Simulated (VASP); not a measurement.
A run of VASP 6.6.1 is set up as follows.

File INCAR:

```
PREC = Accurate ; ENCUT = 500
EDIFF = 1E-7 ; ISMEAR = 0
SIGMA = 0.01 ; LREAL = F
LASPH = T ; NELM = 120
ALGO = Normal ; ISIF = 3
LWAVE = F ; LCHARG = F
GGA = RE ; IVDW = 12
IBRION = 2 ; NSW = 80
EDIFFG = -0.01 ; GGA_COMPAT = F
NELMIN = 4
```

The input KPOINTS:

```
regular mesh
0
Gamma
  6 6 6
```

POSCAR

```
GaP
1.0
    0.0000000000      2.7252500000      2.7252500000
    2.7252500000      0.0000000000      2.7252500000
    2.7252500000      2.7252500000      0.0000000000
Ga P
1 1
Direct
    0.0000000000      0.0000000000      0.0000000000
    0.7500000000      0.7500000000      0.7500000000
```

Potentials or basis: VASP PAW PBE potentials, release 64 (Ga_d, P).

Run with:

```console
$ cat potpaw_PBE.64/Ga_d/POTCAR potpaw_PBE.64/P/POTCAR > POTCAR
$ mpirun -np 1 vasp_std > vasp.out
```

Task: Estimate the dispersion energy per atom.

Result: -0.623 eV.

Task: Estimate the relaxed volume.

Result: 19.88 Å³/atom.

Task: What does it give for the band gap on the k mesh?

Result: 1.68 eV (least direct gap 2.07 eV).

Task: Estimate the relaxed cell.

Result: a = 3.831 Å, b = 3.831 Å, c = 3.831 Å, α = 60.00°, β = 60.00°, γ = 60.00°.

Step by step:
```
step  energy change (eV)  largest force (eV/Å)  pressure (GPa)  volume (Å³)
   1              0.0000                0.0000           -1.48        40.48
   2             -0.0025                0.0000            0.82        39.39
   3             -0.0034                0.0000            0.00        39.76
```

Caveat: the PAW data sets were made with another functional, which shifts forces and pressure a little. A k mesh can miss the band edges.
